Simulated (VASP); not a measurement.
The system is Si4C.

```xyz
10
Lattice="2.7564 0.0000 0.0000 -1.3782 2.3871 0.0000 0.0000 0.0000 22.3705" Properties=species:S:1:pos:R:3 pbc="T T T"
Si    0.0000    1.5914    0.0000
Si    0.0000    1.5914    4.4741
Si    0.0000    1.5914    8.9482
Si    0.0000    1.5914   13.4223
Si    0.0000    1.5914   17.8964
Si    1.3782    0.7957    6.7111
Si    1.3782    0.7957   11.1852
Si    1.3782    0.7957   15.6593
C     1.3782    0.7957    2.2370
C     1.3782    0.7957   20.1334
```

```yaml
Program: VASP 6.6.1
Task: relaxation of cell and atoms
Functional: PBE
Potentials_or_basis: VASP PAW PBE potentials, release 64 (Si, C)
Cutoff: 600 eV
k_mesh: 6 × 6 × 1
Occupations: gaussian, width 0.1 eV
Spin: no spin polarisation
```

At the start: pressure -9.4 GPa; volume 14.72 Å³/atom.

How do energy, volume and symmetry change on relaxing?

Over 34 steps the energy falls by 812.8 meV/atom and the volume is 13.55 Å³/atom (-8.0 %); space group P-6m2 (No. 187, to 0.1 Å) before and after.

Step by step:
| step | energy change (eV) | largest force (eV/Å) | pressure (GPa) | volume (Å³) |
| --- | --- | --- | --- | --- |
| 1 | 0.0000 | 1.4904 | -9.36 | 147.20 |
| 2 | -1.2902 | 2.1626 | -0.84 | 129.55 |
| 3 | -1.4468 | 2.2570 | 3.71 | 124.09 |
| 4 | -1.4560 | 2.3045 | 5.62 | 122.14 |
| 5 | -2.1362 | 2.0516 | 7.74 | 119.37 |
| 6 | -4.8249 | 2.5313 | 34.56 | 109.55 |
| 7 | -5.0353 | 2.5239 | 34.98 | 110.09 |
| 8 | -5.2641 | 2.5448 | 36.43 | 111.65 |
| 9 | -5.7038 | 2.3383 | 32.13 | 113.60 |
| 10 | -6.7316 | 1.7849 | 20.81 | 119.58 |
| 11 | -7.6785 | 0.9330 | 4.30 | 132.13 |
| 12 | -7.7249 | 0.7714 | 1.26 | 135.35 |
| 13 | -7.7265 | 0.7408 | 0.70 | 136.01 |
| 14 | -7.7756 | 0.6838 | 0.46 | 135.97 |
| 15 | -7.8796 | 0.6281 | -0.16 | 135.85 |
| 16 | -7.9023 | 0.5763 | -0.72 | 135.53 |
| 17 | -7.9078 | 0.5124 | -0.72 | 135.59 |
| 18 | -7.9144 | 0.5278 | -0.56 | 135.73 |
| 19 | -7.9159 | 0.5041 | -0.63 | 135.69 |
| 20 | -7.9418 | 0.4837 | -0.36 | 135.34 |
| 21 | -8.0008 | 0.4269 | 0.58 | 134.30 |
| 22 | -8.0393 | 0.3407 | 2.79 | 132.24 |
| 23 | -8.0641 | 0.2773 | 2.07 | 132.94 |
| 24 | -8.1066 | 0.1883 | -0.05 | 135.08 |
| 25 | -8.1071 | 0.2406 | -0.44 | 135.51 |
| 26 | -8.1167 | 0.2332 | -0.41 | 135.60 |
| 27 | -8.1168 | 0.2320 | -0.40 | 135.61 |
| 28 | -8.1203 | 0.1550 | -0.04 | 135.29 |
| 29 | -8.1225 | 0.1220 | 0.57 | 134.77 |
| 30 | -8.1253 | 0.1009 | 0.33 | 135.09 |
| 31 | -8.1270 | 0.0685 | -0.05 | 135.58 |
| 32 | -8.1276 | 0.0596 | -0.12 | 135.58 |
| 33 | -8.1280 | 0.0413 | -0.23 | 135.57 |
| 34 | -8.1284 | 0.0396 | -0.19 | 135.47 |

Final structure:
```
CELL_PARAMETERS angstrom
3.00368 0.00000 0.00000
-1.50184 2.60126 0.00000
0.00000 0.00000 17.33890
ATOMIC_POSITIONS crystal
Si 0.33333 0.66667 0.00000
Si 0.33333 0.66667 0.15375
Si 0.33333 0.66667 0.38974
Si 0.33333 0.66667 0.61026
Si 0.33333 0.66667 0.84625
Si 0.66667 0.33333 0.27997
Si 0.66667 0.33333 0.50000
Si 0.66667 0.33333 0.72003
C 0.66667 0.33333 0.11514
C 0.66667 0.33333 0.88486
```

Caveat: the k points lie up to 0.40 Å⁻¹ apart in the final cell, too coarse for converged energies and pressures of a metal; a cell axis changed by over 15 % at a fixed basis, so the end point is rough.
